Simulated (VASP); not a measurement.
# SiC (Cmc2_1) in VASP: relaxation of cell and atoms with PBE

Aim: the relaxation of cell and atoms of SiC with PBE.

Program: VASP 6.6.1. These are calculated values, not measurements. Logs are shortened: lines on timing, memory, paths and dates and some standing lists are left out, and cuts for length are marked.

### 1 The cell of the first run

Symmetry: Cmc2_1, No. 36, orthorhombic system. Conventional cell: a = 3.078 Å, b = 5.335 Å, c = 15.122 Å, α = 90.00°, β = 90.00°, γ = 90.00°. Within 2.5 Å of Si (site symmetry m) lie 4 C at 1.87 to 1.91 Å. Within 2.5 Å of Si (site symmetry m) lie 4 C at 1.87 to 1.92 Å. Within 2.5 Å of Si (site symmetry m) lie 4 C at 1.87 to 1.92 Å. C (site symmetry m) has 4 Si at 1.87 to 1.92 Å within 2.5 Å. Within 2.5 Å of C (site symmetry m) lie 4 Si at 1.87 to 1.92 Å. C (site symmetry m) has 4 Si at 1.87 to 1.91 Å within 2.5 Å.

### 2 Relaxation of cell and atoms, PBE

INCAR reads:

```
ALGO = Normal
EDIFF = 1E-7
EDIFFG = -0.002
ENCUT = 600
GGA = PE
IBRION = 2
ISIF = 3
ISMEAR = 0
LASPH = T
LCHARG = F
LREAL = F
LWAVE = F
NELM = 100
NSW = 80
PREC = Accurate
SIGMA = 0.01
```

KPOINTS reads:

```
k-points
0
Gamma
  8 8 2
```

POSCAR reads:

```
SiC
1.0
    1.5389000000     -2.6675000000      0.0000000000
    1.5389000000      2.6675000000      0.0000000000
    0.0000000000      0.0000000000     15.1219000000
Si C
6 6
Direct
    0.1673000000      0.8327000000      0.8580000000
    0.8327000000      0.1673000000      0.3580000000
    0.5007000000      0.4993000000      0.5241000000
    0.4993000000      0.5007000000      0.0241000000
    0.8357000000      0.1643000000      0.6912400000
    0.1643000000      0.8357000000      0.1912400000
    0.4960000000      0.5040000000      0.6503000000
    0.5040000000      0.4960000000      0.1503000000
    0.1600000000      0.8400000000      0.9817000000
    0.8400000000      0.1600000000      0.4817000000
    0.8290000000      0.1710000000      0.8168000000
    0.1710000000      0.8290000000      0.3168000000
```

Potentials or basis: VASP PAW PBE potentials, release 64 (Si, C).

Launch:

```console
cat potpaw_PBE.64/Si/POTCAR potpaw_PBE.64/C/POTCAR > POTCAR
mpirun -np 1 vasp_std > vasp.out
```

OUTCAR:

```text
EDIFF = 1E-7
   EDIFFG = -0.002
   ENCUT = 600
   GGA = PE
   IBRION = 2
   ISIF = 3
   ISMEAR = 0
   LASPH = T
   LREAL = F
   NELM = 100
   NSW = 80
   PREC = Accurate

 ion  position               nearest neighbor table
   1  0.167  0.833  0.858-  11 1.87  11 1.87   9 1.87  11 1.91   4 3.07   4 3.08   4 3.08   5 3.08
                             5 3.09   5 3.09
   2  0.833  0.167  0.358-  12 1.87  12 1.87  10 1.87  12 1.91   3 3.07   3 3.08   3 3.08   6 3.08
                             6 3.09   6 3.09
   3  0.501  0.499  0.524-  10 1.87  10 1.87   7 1.91  10 1.92   2 3.07   2 3.08   2 3.08   5 3.09
                             5 3.09   5 3.10
   4  0.499  0.501  0.024-   9 1.87   9 1.87   8 1.91   9 1.92   1 3.07   1 3.08   1 3.08   6 3.09
                             6 3.09   6 3.10
   5  0.836  0.164  0.691-   7 1.87   7 1.87  11 1.90   7 1.92   1 3.08   3 3.09   3 3.09   1 3.09
                             1 3.09   3 3.10
   6  0.164  0.836  0.191-   8 1.87   8 1.87  12 1.90   8 1.92   2 3.08   4 3.09   4 3.09   2 3.09
                             2 3.09   4 3.10
   7  0.496  0.504  0.650-   5 1.87   5 1.87   3 1.91   5 1.92
   8  0.504  0.496  0.150-   6 1.87   6 1.87   4 1.91   6 1.92
   9  0.160  0.840  0.982-   1 1.87   4 1.87   4 1.87   4 1.92
  10  0.840  0.160  0.482-   2 1.87   3 1.87   3 1.87   3 1.92
  11  0.829  0.171  0.817-   1 1.87   1 1.87   5 1.90   1 1.91
  12  0.171  0.829  0.317-   2 1.87   2 1.87   6 1.90   2 1.91

  LATTYP: Found a base centered orthorhombic cell.
 ALAT       =     3.0778000000
 B/A-ratio  =     1.7333809864
 C/A-ratio  =     4.9132172331

  Lattice vectors:

 A1 = (   1.5389000000,  -2.6675000000,   0.0000000000)
 A2 = (   1.5389000000,   2.6675000000,   0.0000000000)
 A3 = (   0.0000000000,   0.0000000000,  15.1219000000)

Analysis of symmetry for initial positions (statically):
=====================================================================
 Subroutine PRICEL returns:
 Original cell was already a primitive cell.

 Routine SETGRP: Setting up the symmetry group for a
 base centered orthorhombic supercell.

 Subroutine GETGRP returns: Found  4 space group operations
 (whereof  2 operations were pure point group operations)
 out of a pool of  8 trial point group operations.

The static configuration has the point symmetry C_1h.
 The point group associated with its full space group is C_2v.

Analysis of symmetry for dynamics (positions and initial velocities):
=====================================================================
 Subroutine PRICEL returns:
 Original cell was already a primitive cell.

 Routine SETGRP: Setting up the symmetry group for a
 base centered orthorhombic supercell.

 Subroutine GETGRP returns: Found  4 space group operations
 (whereof  2 operations were pure point group operations)
 out of a pool of  8 trial point group operations.

The dynamic configuration has the point symmetry C_1h.
 The point group associated with its full space group is C_2v.

 Subroutine INISYM returns: Found  4 space group operations
 (whereof  2 operations are pure point group operations),
 and found     1 'primitive' translations

----------------------------------------------------------------------------------------

                                     Primitive cell

  volume of cell :     124.1513

  direct lattice vectors                    reciprocal lattice vectors
     1.538900000 -2.667500000  0.000000000     0.324907401 -0.187441425  0.000000000
     1.538900000  2.667500000  0.000000000     0.324907401  0.187441425  0.000000000
     0.000000000  0.000000000 15.121900000     0.000000000  0.000000000  0.066129256

  length of vectors
     3.079572935  3.079572935 15.121900000     0.375098796  0.375098796  0.066129256

  position of ions in fractional coordinates (direct lattice)
     0.167300000  0.832700000  0.858000000
     0.832700000  0.167300000  0.358000000
     0.500700000  0.499300000  0.524100000
     0.499300000  0.500700000  0.024100000
     0.835700000  0.164300000  0.691240000
     0.164300000  0.835700000  0.191240000
     0.496000000  0.504000000  0.650300000
     0.504000000  0.496000000  0.150300000
     0.160000000  0.840000000  0.981700000
     0.840000000  0.160000000  0.481700000
     0.829000000  0.171000000  0.816800000
     0.171000000  0.829000000  0.316800000

  ion indices of the primitive-cell ions
   primitive index   ion index
                 1           1
[... 29 lines left out ...]

  Shift w.r.t. Gamma in fractional coordinates (k-lattice)
     0.000000000  0.000000000  0.000000000

 Subroutine IBZKPT returns following result:
 ===========================================

 Found     42 irreducible k-points:

 Following reciprocal coordinates:
            Coordinates               Weight
  0.000000  0.000000  0.000000      1.000000
  0.125000  0.000000  0.000000      4.000000
  0.250000  0.000000  0.000000      4.000000
  0.375000  0.000000  0.000000      4.000000
  0.500000  0.000000  0.000000      2.000000
  0.125000  0.125000  0.000000      2.000000
[... 16 lines left out ...]
  0.125000  0.000000  0.500000      4.000000
  0.250000  0.000000  0.500000      4.000000
 [... further k-points ...]
   k-points           NKPTS =     42   k-points in BZ     NKDIM =     42   number of bands    NBANDS=     31
   number of dos      NEDOS =    301   number of ions     NIONS =     12
   total plane-waves  NPLWV =  98784
   dimension x,y,z NGX =    28 NGY =   28 NGZ =  126
   dimension x,y,z NGXF=    56 NGYF=   56 NGZF=  252
   ions per type =               6   6
   NGX,Y,Z   is equivalent  to a cutoff of  15.12, 15.12, 13.85 a.u.
   NGXF,Y,Z  is equivalent  to a cutoff of  30.23, 30.23, 27.70 a.u.
 SYSTEM =  unknown system
   PREC   = accura    normal or accurate (medium, high low for compatibility)
   ISTART =      0    job   : 0-new  1-cont  2-samecut
   ICHARG =      2    charge: 1-file 2-atom 10-const
   ISPIN  =      1    spin polarized calculation?
   LNONCOLLINEAR =      F non collinear calculations
   LSORBIT =      F    spin-orbit coupling
   LASPH  =      T    aspherical Exc in radial PAW
   ENCUT  =  600.0 eV  44.10 Ry    6.64 a.u.   6.15  6.15 30.20*2*pi/ulx,y,z
   NELM   =    100;   NELMIN=  2; NELMDL= -5     # of ELM steps
   EDIFF  = 0.1E-06   stopping-criterion for ELM
   LREAL  =      F    real-space projection
   EDIFFG = -.2E-02   stopping-criterion for IOM
   NSW    =     80    number of steps for IOM
   IBRION =      2    ionic relax: 0-MD 1-quasi-New 2-CG
   NFREE  =      1    steps in history (QN), initial steepest desc. (CG)
   ISIF   =      3    stress and relaxation
   ISYM   =      2    0-nonsym 1-usesym 2-fastsym
   POTIM  = 0.5000    time-step for ionic-motion
   TEBEG  =    0.0;   TEEND  =   0.0 temperature during run
   PSTRESS=    0.0 pullay stress
   NELECT =      48.0000    total number of electrons
   NUPDOWN=      -1.0000    fix difference up-down
   EMIN   =  10.00;   EMAX   =-10.00  energy-range for DOS
   EFERMI =   0.00;   METHOD = LEGACY
   ISMEAR =     0;   SIGMA  =   0.01  broadening in eV -4-tet -1-fermi 0-gaus
   EFERMI_NEDOS =   21; number of points for ismear=-14 and -15
   IALGO  =     38    algorithm
   IMIX   =      4    mixing-type and parameters
     AMIX     =   0.40;   BMIX     =  1.00
     AMIX_MAG =   1.60;   BMIX_MAG =  1.00
  volume/ion in A,a.u.               =      10.35        69.82
  Fermi-wavevector in a.u.,A,eV,Ry     =   1.192628  2.253739 19.352390  1.422361
  Thomas-Fermi vector in A             =   2.328661
   LORBIT       =      0    0 simple, 1 ext, 2 COOP (PROOUT), +10 PAW based schemes
   GGA     = PE    functional components
   LHFCALC =     F    Hartree Fock is set to
   AEXX    =    0.0000 exact exchange contribution
   IVDW    =     0    specifies the selected vdW correction
   LEPSILON=     F    determine dielectric tensor
   LRPA    =     F    only Hartree local field effects (RPA)
 conjugate gradient relaxation of ions
 non-spin polarized calculation
 Gauss-broadening in eV      SIGMA  =   0.01
  energy-cutoff  :      600.00
  volume of cell :      124.15
 maximum number of plane-waves:      4172
 NGX is ok and might be reduce to    28
   NGX = 13   NGY = 13   NGZ = 61

--------------------------------------- Ionic step        1  -------------------------------------------

 number of electron      48.0000000 magnetization

 Free energy of the ion-electron system (eV)
  ---------------------------------------------------
  ext. energy  EPLUGINS =         0.00000000
  ---------------------------------------------------
  free energy    TOTEN  =       -90.29267985 eV

  energy without entropy =      -90.29267985  energy(sigma->0) =      -90.29267985

------------------------ aborting loop because EDIFF is reached ----------------------------------------

  FORCE on cell =-STRESS in cart. coord.  units (eV):
  Direction    XX          YY          ZZ          XY          YZ          ZX
  --------------------------------------------------------------------------------------
  -------------------------------------------------------------------------------------
  Total        4.1422952      1.1522118      2.0902705      0.0000000      0.0000000      0.0000000
  in kB       53.4564904     14.8693414     26.9750275      0.0000000      0.0000000      0.0000000
  external PRESSURE =      31.7669531 kB  Pullay stress =       0.0000000 kB
[... 119 lines left out ...]
  FREE ENERGIE OF THE ION-ELECTRON SYSTEM (eV)
  ---------------------------------------------------
  free  energy   TOTEN  =       -90.3707929597 eV

  energy  without entropy=      -90.3707929597  energy(sigma->0) =      -90.37079296

[... ionic steps 4 to 20 ...]

--------------------------------------- Ionic step       21  -------------------------------------------

 number of electron      48.0000000 magnetization

------------------------ aborting loop because EDIFF is reached ----------------------------------------
[... 87 lines left out ...]
--------------------------------------- Ionic step       23  -------------------------------------------

 number of electron      48.0000000 magnetization

 Free energy of the ion-electron system (eV)
  ---------------------------------------------------
  ext. energy  EPLUGINS =         0.00000000
  ---------------------------------------------------
  free energy    TOTEN  =       -90.37672854 eV

  energy without entropy =      -90.37672854  energy(sigma->0) =      -90.37672854

 E-fermi :   8.0404     XC(G=0): -11.2940

 val. band max:        7.9979246460   @ k =   0.0000   0.0000   0.0000
 cond. band min:      10.0267094531   @ k =   0.5000   0.5000   0.0000
 fundamental gap:      2.0287848072
 Fermi energy:         8.0403906049

 k-point     1 :       0.0000    0.0000    0.0000
  band No.  band energies     occupation
      1      -7.3498      2.00000
      2      -6.8339      2.00000
      3      -6.7988      2.00000
      4      -5.3228      2.00000
      5      -5.2942      2.00000
      6      -3.8345      2.00000
[... 805 lines left out ...]
     30      13.9498      0.00000
     31      14.4669      0.00000

 [... further k-points ...]
[... 5 lines left out ...]
  --------------------------------------------------------------------------------------
  -------------------------------------------------------------------------------------
  Total        0.0038317     -0.0030016      0.0007166      0.0000000      0.0000000      0.0000000
  in kB        0.0487696     -0.0382036      0.0091210      0.0000000      0.0000000      0.0000000
  external PRESSURE =       0.0065623 kB  Pullay stress =       0.0000000 kB
[... 27 lines left out ...]
  FREE ENERGIE OF THE ION-ELECTRON SYSTEM (eV)
  ---------------------------------------------------
  free  energy   TOTEN  =       -90.3767285382 eV

  energy  without entropy=      -90.3767285382  energy(sigma->0) =      -90.37672854

 reached required accuracy - stopping structural energy minimisation
```

It took 35 min on 1 thread of Intel Xeon Platinum 8259CL at 2.50GHz (Skylake/Cascade Lake), shared host; peak memory 0.4 GiB.

Results:

```yaml
Free_energy: -90.3767 eV
Relaxed_volume: 10.49 Å³/atom
Relaxed_cell: a = 3.094 Å, b = 3.094 Å, c = 15.182 Å, α = 90.00°, β = 90.00°, γ = 120.00°
Space_group_after_relaxing_to_0.1_Å: P6_3mc (No. 186)
Energy_gained_by_relaxing: 7.0 meV/atom
Ionic_steps: 23
Pressure_after_relaxing: 0.0 GPa
Band_gap_on_the_k_mesh: 2.03 eV (least direct gap 3.12 eV)
```

Step by step:
| step | energy change (eV) | largest force (eV/Å) | pressure (GPa) | volume (Å³) |
| --- | --- | --- | --- | --- |
| 1 | 0.0000 | 0.7266 | 3.18 | 124.15 |
| 2 | -0.0032 | 0.7152 | -3.05 | 127.87 |
| 3 | -0.0781 | 0.1472 | -0.21 | 126.01 |
| 4 | -0.0826 | 0.0635 | -0.03 | 125.90 |
| 5 | -0.0826 | 0.0643 | -0.02 | 125.89 |
| 6 | -0.0829 | 0.0406 | 0.03 | 125.86 |
| 7 | -0.0829 | 0.0345 | 0.02 | 125.86 |
| 8 | -0.0832 | 0.0345 | 0.01 | 125.87 |
| 9 | -0.0835 | 0.0406 | -0.03 | 125.90 |
| 10 | -0.0837 | 0.0216 | 0.00 | 125.88 |
| 11 | -0.0837 | 0.0304 | 0.02 | 125.87 |
| 12 | -0.0838 | 0.0171 | 0.00 | 125.88 |
| 13 | -0.0838 | 0.0206 | -0.01 | 125.88 |
| 14 | -0.0839 | 0.0184 | -0.01 | 125.88 |
| 15 | -0.0839 | 0.0238 | 0.00 | 125.88 |
| 16 | -0.0840 | 0.0102 | 0.00 | 125.88 |
| 17 | -0.0840 | 0.0079 | 0.01 | 125.87 |
| 18 | -0.0840 | 0.0090 | 0.01 | 125.87 |
| 19 | -0.0840 | 0.0032 | 0.00 | 125.88 |
| 20 | -0.0840 | 0.0028 | 0.00 | 125.88 |
| 21 | -0.0840 | 0.0025 | 0.00 | 125.88 |
| 22 | -0.0840 | 0.0026 | 0.00 | 125.88 |
| 23 | -0.0840 | 0.0012 | 0.00 | 125.88 |

Final structure:
```yaml
crystal:
  lattice:
    - [1.54708, -2.67968, 0.00000]
    - [1.54708, 2.67968, 0.00000]
    - [0.00000, 0.00000, 15.18193]
  atoms:
    - { symbol: Si, position: [0.16659, 0.83341, 0.85770] }
    - { symbol: Si, position: [0.83341, 0.16659, 0.35770] }
    - { symbol: Si, position: [0.50010, 0.49990, 0.52448] }
    - { symbol: Si, position: [0.49990, 0.50010, 0.02448] }
    - { symbol: Si, position: [0.83330, 0.16670, 0.69121] }
    - { symbol: Si, position: [0.16670, 0.83330, 0.19121] }
    - { symbol: C, position: [0.49998, 0.50002, 0.64984] }
    - { symbol: C, position: [0.50002, 0.49998, 0.14984] }
    - { symbol: C, position: [0.16657, 0.83343, 0.98269] }
    - { symbol: C, position: [0.83343, 0.16657, 0.48269] }
    - { symbol: C, position: [0.83327, 0.16673, 0.81621] }
    - { symbol: C, position: [0.16673, 0.83327, 0.31621] }
```

A k mesh can miss the band edges.
